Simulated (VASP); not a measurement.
# P (Im-3m) in VASP: notebook

The runs below take P through single point, with PBEsol.

All numbers are computed with VASP 6.6.1; they aren't measurements. Logs are shortened: lines on timing, memory, paths and dates and some standing lists are left out, and cuts for length are marked.

## (1) The cell of the first run

The structure is cubic, space group Im-3m (No. 229). The conventional cell has a = 2.931 Å, b = 2.931 Å, c = 2.931 Å, α = 90.00°, β = 90.00°, γ = 90.00°. Within 3.3 Å of P (site symmetry m-3m) lie 14 P at 2.54 to 2.93 Å.

This isn't the form of P at room conditions, which is orthorhombic.

## (2) Single point, PBEsol (12.59 Å³/atom)

Input file INCAR:

```
SYSTEM = P
ALGO = Normal
EDIFF = 1E-6
ENCUT = 500
GGA = PS
GGA_COMPAT = .FALSE.
ISIF = 2
ISMEAR = -1
LASPH = .TRUE.
LCHARG = .TRUE.
LELF = .TRUE.
LREAL = .FALSE.
LVHAR = .TRUE.
LWAVE = .FALSE.
NBANDS = 8
NELM = 120
PREC = Accurate
SIGMA = 0.05
```

Input file KPOINTS:

```
k-points
0
G
  17 17 17
  0 0 0
```

Input file POSCAR:

```
P
1.0
   -1.4653316406      1.4653316406      1.4653316406
    1.4653316406     -1.4653316406      1.4653316406
    1.4653316406      1.4653316406     -1.4653316406
P
1
Direct
    0.0000000000      0.0000000000      0.0000000000
```

Potentials or basis: VASP PAW PBE potentials, release 64 (P).

Started as:

```bash
cat potpaw_PBE.64/P/POTCAR > POTCAR
mpirun -np 1 vasp_std > vasp.out
```

OUTCAR:

```text
SYSTEM = P
   EDIFF = 1E-6
   ENCUT = 500
   GGA = PS
   ISIF = 2
   ISMEAR = -1
   LASPH = .TRUE.
   LREAL = .FALSE.
   NELM = 120
   PREC = Accurate

 ion  position               nearest neighbor table
   1  0.000  0.000  0.000-

  LATTYP: Found a body centered cubic cell.
 ALAT       =     2.9306632812

  Lattice vectors:

 A1 = (  -1.4653316406,   1.4653316406,   1.4653316406)
 A2 = (   1.4653316406,  -1.4653316406,   1.4653316406)
 A3 = (   1.4653316406,   1.4653316406,  -1.4653316406)

Analysis of symmetry for initial positions (statically):
=====================================================================
 Subroutine PRICEL returns:
 Original cell was already a primitive cell.

 Routine SETGRP: Setting up the symmetry group for a
 body centered cubic supercell.

 Subroutine GETGRP returns: Found 48 space group operations
 (whereof 48 operations were pure point group operations)
 out of a pool of 48 trial point group operations.

The static configuration has the point symmetry O_h .

Analysis of symmetry for dynamics (positions and initial velocities):
=====================================================================
 Subroutine PRICEL returns:
 Original cell was already a primitive cell.

 Routine SETGRP: Setting up the symmetry group for a
 body centered cubic supercell.

 Subroutine GETGRP returns: Found 48 space group operations
 (whereof 48 operations were pure point group operations)
 out of a pool of 48 trial point group operations.

The dynamic configuration has the point symmetry O_h .

 Subroutine INISYM returns: Found 48 space group operations
 (whereof 48 operations are pure point group operations),
 and found     1 'primitive' translations

----------------------------------------------------------------------------------------

                                     Primitive cell

  volume of cell :      12.5854

  direct lattice vectors                    reciprocal lattice vectors
    -1.465331641  1.465331641  1.465331641     0.000000000  0.341219684  0.341219684
     1.465331641 -1.465331641  1.465331641     0.341219684  0.000000000  0.341219684
     1.465331641  1.465331641 -1.465331641     0.341219684  0.341219684  0.000000000

  length of vectors
     2.538028851  2.538028851  2.538028851     0.482557505  0.482557505  0.482557505

  position of ions in fractional coordinates (direct lattice)
     0.000000000  0.000000000  0.000000000

  ion indices of the primitive-cell ions
   primitive index   ion index
                 1           1

----------------------------------------------------------------------------------------

 KPOINTS: k-points

Automatic generation of k-mesh.
 Grid dimensions read from file:
 generate k-points for:   17   17   17

 Generating k-lattice:

  Cartesian coordinates                     Fractional coordinates (reciprocal lattice)
     0.000000000  0.020071746  0.020071746     0.058823529  0.000000000  0.000000000
     0.020071746  0.000000000  0.020071746     0.000000000  0.058823529  0.000000000
     0.020071746  0.020071746  0.000000000     0.000000000  0.000000000  0.058823529

  Length of vectors
     0.028385736  0.028385736  0.028385736

  Shift w.r.t. Gamma in fractional coordinates (k-lattice)
     0.000000000  0.000000000  0.000000000

 Subroutine IBZKPT returns following result:
 ===========================================

 Found    165 irreducible k-points:

 Following reciprocal coordinates:
            Coordinates               Weight
  0.000000  0.000000  0.000000      1.000000
  0.058824  0.000000  0.000000     12.000000
  0.117647  0.000000  0.000000     12.000000
  0.176471  0.000000  0.000000     12.000000
  0.235294  0.000000  0.000000     12.000000
  0.294118  0.000000  0.000000     12.000000
[... 16 lines left out ...]
  0.411765  0.117647  0.000000     48.000000
  0.176471  0.176471  0.000000     24.000000
 [... further k-points ...]
   k-points           NKPTS =    165   k-points in BZ     NKDIM =    165   number of bands    NBANDS=      8
   number of dos      NEDOS =    301   number of ions     NIONS =      1
   total plane-waves  NPLWV =   8000
   dimension x,y,z NGX =    20 NGY =   20 NGZ =   20
   dimension x,y,z NGXF=    40 NGYF=   40 NGZF=   40
   ions per type =               1
   NGX,Y,Z   is equivalent  to a cutoff of  13.10, 13.10, 13.10 a.u.
   NGXF,Y,Z  is equivalent  to a cutoff of  26.20, 26.20, 26.20 a.u.
 SYSTEM =  P
   PREC   = accura    normal or accurate (medium, high low for compatibility)
   ISTART =      0    job   : 0-new  1-cont  2-samecut
   ICHARG =      2    charge: 1-file 2-atom 10-const
   ISPIN  =      1    spin polarized calculation?
   LNONCOLLINEAR =      F non collinear calculations
   LSORBIT =      F    spin-orbit coupling
   LASPH  =      T    aspherical Exc in radial PAW
   ENCUT  =  500.0 eV  36.75 Ry    6.06 a.u.   4.63  4.63  4.63*2*pi/ulx,y,z
   NELM   =    120;   NELMIN=  2; NELMDL= -5     # of ELM steps
   EDIFF  = 0.1E-05   stopping-criterion for ELM
   LREAL  =      F    real-space projection
   EDIFFG = 0.1E-04   stopping-criterion for IOM
   NSW    =      0    number of steps for IOM
   IBRION =     -1    ionic relax: 0-MD 1-quasi-New 2-CG
   NFREE  =      0    steps in history (QN), initial steepest desc. (CG)
   ISIF   =      2    stress and relaxation
   ISYM   =      2    0-nonsym 1-usesym 2-fastsym
   POTIM  = 0.5000    time-step for ionic-motion
   TEBEG  =    0.0;   TEEND  =   0.0 temperature during run
   PSTRESS=    0.0 pullay stress
   NELECT =       5.0000    total number of electrons
   NUPDOWN=      -1.0000    fix difference up-down
   EMIN   =  10.00;   EMAX   =-10.00  energy-range for DOS
   EFERMI =   0.00;   METHOD = LEGACY
   ISMEAR =    -1;   SIGMA  =   0.05  broadening in eV -4-tet -1-fermi 0-gaus
   EFERMI_NEDOS =   21; number of points for ismear=-14 and -15
   IALGO  =     38    algorithm
   IMIX   =      4    mixing-type and parameters
     AMIX     =   0.40;   BMIX     =  1.00
     AMIX_MAG =   1.60;   BMIX_MAG =  1.00
  volume/ion in A,a.u.               =      12.59        84.93
  Fermi-wavevector in a.u.,A,eV,Ry     =   1.203489  2.274265 19.706495  1.448387
  Thomas-Fermi vector in A             =   2.339241
   LORBIT       =      0    0 simple, 1 ext, 2 COOP (PROOUT), +10 PAW based schemes
   GGA     = PS    functional components
   LHFCALC =     F    Hartree Fock is set to
   AEXX    =    0.0000 exact exchange contribution
   IVDW    =     0    specifies the selected vdW correction
   LEPSILON=     F    determine dielectric tensor
   LRPA    =     F    only Hartree local field effects (RPA)
 non-spin polarized calculation
  energy-cutoff  :      500.00
  volume of cell :       12.59
 maximum number of plane-waves:       333
   NGX =  9   NGY =  9   NGZ =  9

 number of electron       5.0000000 magnetization

 Free energy of the ion-electron system (eV)
  ---------------------------------------------------
  ext. energy  EPLUGINS =         0.00000000
  ---------------------------------------------------
  free energy    TOTEN  =        -5.18595937 eV

  energy without entropy =       -5.18151832  energy(sigma->0) =       -5.18373885

 E-fermi :  11.7575     XC(G=0): -12.1754

 val. band max:       11.7170018743   @ k =  -0.4706   0.4706   0.3529
 cond. band min:      11.7590150684   @ k =  -0.4706  -0.4706   0.1176
 fundamental gap:      0.0420131941
 Fermi energy:        11.7574760776

 k-point     1 :       0.0000    0.0000    0.0000
  band No.  band energies     occupation
      1      -5.9938      2.00000
      2      20.2891      0.00000
      3      20.2891      0.00000
      4      20.2891      0.00000
      5      24.2014      0.00000
      6      24.2014      0.00000
      7      24.2014      0.00000
      8      28.4308      0.00000

 k-point     2 :       0.0588    0.0000    0.0000
  band No.  band energies     occupation
      1      -5.8794      2.00000
      2      19.4070      0.00000
      3      19.7385      0.00000
      4      20.1964      0.00000
      5      23.8542      0.00000
      6      24.4518      0.00000
      7      24.9509      0.00000
      8      27.6554      0.00000

 k-point     3 :       0.1176    0.0000    0.0000
  band No.  band energies     occupation
      1      -5.5366      2.00000
      2      17.4056      0.00000
      3      18.6839      0.00000
      4      19.9306      0.00000
      5      23.0275      0.00000
      6      24.3622      0.00000
      7      26.5994      0.00000
      8      27.1161      0.00000

 k-point     4 :       0.1765    0.0000    0.0000
  band No.  band energies     occupation
      1      -4.9666      2.00000
      2      14.9695      0.00000
      3      17.6230      0.00000
      4      19.5341      0.00000
      5      22.0524      0.00000
      6      23.5350      0.00000
      7      27.5991      0.00000
      8      28.1480      0.00000

 k-point     5 :       0.2353    0.0000    0.0000
  band No.  band energies     occupation
      1      -4.1718      2.00000
      2      12.4185      0.00000
      3      16.6912      0.00000
      4      19.0743      0.00000
      5      21.1219      0.00000
      6      22.6102      0.00000
      7      28.4778      0.00000
      8      28.4929      0.00000
[... 177 lines left out ...]
 k-point    22 :       0.3529    0.1176   -0.0000
  band No.  band energies     occupation
      1      -0.1691      2.00000
      2       5.6152      2.00000
      3      12.5999      0.00000
      4      16.1931      0.00000
      5      21.1352      0.00000
      6      23.6249      0.00000
      7      29.1434      0.00000
      8      32.4113      0.00000

 k-point    23 :       0.4118    0.1176    0.0000
  band No.  band energies     occupation
      1       1.3441      2.00000
      2       3.7099      2.00000
      3      12.3895      0.00001
      4      16.0136      0.00000
      5      20.9544      0.00000
      6      23.5382      0.00000
      7      30.3378      0.00000
      8      31.5787      0.00000

 k-point    24 :       0.1765    0.1765    0.0000
  band No.  band energies     occupation
      1      -2.9306      2.00000
      2      11.2365      1.99994
      3      12.5317      0.00000
      4      16.9454      0.00000
      5      22.5753      0.00000
      6      24.2529      0.00000
      7      28.0339      0.00000
      8      29.7647      0.00000

 [... further k-points ...]
[... 5 lines left out ...]
  --------------------------------------------------------------------------------------
  -------------------------------------------------------------------------------------
  Total        0.8395793      0.8395793      0.8395793      0.0000000      0.0000000      0.0000000
  in kB      106.8819932    106.8819932    106.8819932      0.0000000      0.0000000      0.0000000
  external PRESSURE =     106.8819932 kB  Pullay stress =       0.0000000 kB

 VOLUME and BASIS-vectors are now :
 -----------------------------------------------------------------------------
  energy-cutoff  :      500.00
  volume of cell :       12.59
      direct lattice vectors                 reciprocal lattice vectors
    -1.465331641  1.465331641  1.465331641     0.000000000  0.341219684  0.341219684
     1.465331641 -1.465331641  1.465331641     0.341219684  0.000000000  0.341219684
     1.465331641  1.465331641 -1.465331641     0.341219684  0.341219684  0.000000000

 POSITION                                       TOTAL-FORCE (eV/Angst)
 -----------------------------------------------------------------------------------
      0.00000      0.00000      0.00000        -0.000000     -0.000000      0.000000
 -----------------------------------------------------------------------------------
    total drift:                                0.000000      0.000000     -0.000000

  FREE ENERGIE OF THE ION-ELECTRON SYSTEM (eV)
  ---------------------------------------------------
  free  energy   TOTEN  =        -5.1859593730 eV

  energy  without entropy=       -5.1815183231  energy(sigma->0) =       -5.18373885
```

Wall time 8.1 s (1 thread of Intel Xeon Platinum 8375C at 2.90GHz (Ice Lake), shared host); peak memory 0.12 GiB.

Results:

| Property | Result |
| --- | --- |
| Free energy | -5.1860 eV |
| Pressure | 10.7 GPa |
| Band gap on the k mesh | zero (an odd number of electrons rules out a gap without spin polarisation) |

Levels at points of the mesh, in eV from the Fermi level:
| k point | band 1 | band 2 | band 3 | band 4 | band 5 | band 6 | band 7 |
| --- | --- | --- | --- | --- | --- | --- | --- |
| (0.00, 0.00, 0.00) | -17.75 | 8.53 | 8.53 | 8.53 | 12.44 | 12.44 | 12.44 |

Caveat: the cell stands under pressure; the PAW data sets were made with another functional, which shifts forces and pressure a little.

## (3) Single point, PBEsol (12.59 Å³/atom)

Input file INCAR:

```
PREC     = Accurate       # precision mode
ENCUT    = 500            # plane-wave cutoff, eV
EDIFF    = 1E-6           # SCF threshold, eV
ISMEAR   = -1             # smearing method
SIGMA    = 0.05           # smearing width, eV
LREAL    = F              # projectors in reciprocal space
LASPH    = T              # aspherical terms in the spheres
NELM     = 120            # most SCF steps
ALGO     = Normal         # electronic algorithm
ISIF     = 2              # what is computed and relaxed
LWAVE    = F              # write WAVECAR
LCHARG   = F              # write CHGCAR
GGA      = PS             # functional
NBANDS   = 8              # bands
GGA_COMPAT= F
```

Input file KPOINTS:

```
regular mesh
0
Gamma
  17 17 17
```

POSCAR is that of step 2.

Potentials or basis: VASP PAW PBE potentials, release 64 (P).

Started as:

```bash
cat potpaw_PBE.64/P/POTCAR > POTCAR
mpirun -np 1 vasp_std > vasp.out
```

It took 6.7 s on 1 thread of Intel Xeon Platinum 8375C at 2.90GHz (Ice Lake), shared host; peak memory 0.13 GiB.

It converged, with:

```yaml
Free_energy: -5.1860 eV
Pressure: 10.7 GPa
Band_gap_on_the_k_mesh: zero (an odd number of electrons rules out a gap without spin polarisation)
```

Levels at points of the mesh, in eV from the Fermi level:
```tsv
k point	band 1	band 2	band 3	band 4	band 5	band 6	band 7
(0.00, 0.00, 0.00)	-17.75	8.53	8.53	8.53	12.44	12.44	12.44
```

Caveat: the cell stands under pressure; the PAW data sets were made with another functional, which shifts forces and pressure a little.
